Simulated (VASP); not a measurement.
A run of VASP 6.6.1 is set up as follows.

Contents of INCAR:

```
SYSTEM = NiPt2
ALGO     = Fast           ! electronic algorithm
EDIFF    = 1E-7           ! SCF threshold, eV
ENCUT    = 520            ! plane-wave cutoff, eV
GGA      = PE             ! functional
ISIF     = 2              ! what is computed and relaxed
ISMEAR   = 0              ! smearing method
ISPIN    = 2              ! spin polarisation
LASPH    = .True.         ! aspherical terms in the spheres
LCHARG   = .False.        ! write CHGCAR
LMAXMIX  = 4              ! l up to which the mixer works
LORBIT   = 11             ! projections on sites
LREAL    = .False.        ! projectors in reciprocal space
LWAVE    = .False.        ! write WAVECAR
MAGMOM   = 2 2 0 0 0 0    ! initial moments
NBANDS   = 43             ! bands
NELM     = 150            ! most SCF steps
PREC     = Accurate       ! precision mode
SIGMA    = 0.1            ! smearing width, eV
```

File KPOINTS:

```
k-points
0
Gamma
  6 6 2
  0 0 0
```

POSCAR

```
NiPt2
1.0
    2.7329814291     -0.0000000029      0.0000000000
   -1.3664907120      2.3668313471      0.0000000000
    0.0000000000      0.0000000000     13.3283053049
Ni Pt
2 4
Direct
    0.3333333333      0.6666666667      0.4295880154
    0.6666666667      0.3333333333      0.5704119846
    0.3333333333      0.6666666667      0.7284923086
    0.3333333333      0.6666666667      0.0898485111
    0.6666666667      0.3333333333      0.9101514889
    0.6666666667      0.3333333333      0.2715076914
```

Potentials or basis: VASP PAW PBE potentials, release 64 (Ni, Pt).

Command:

```console
$ cat potpaw_PBE.64/Ni/POTCAR potpaw_PBE.64/Pt/POTCAR > POTCAR
$ mpirun -np 1 vasp_std > vasp.out
```

(1) Estimate the pressure.

(2) Predict the largest force.

(3) Estimate the net moment.

## Answers

(1) -0.4 GPa.

(2) 0.015 eV/Å.

(3) 2.35 μB per cell.

Caveat: the k points lie up to 0.44 Å⁻¹ apart.
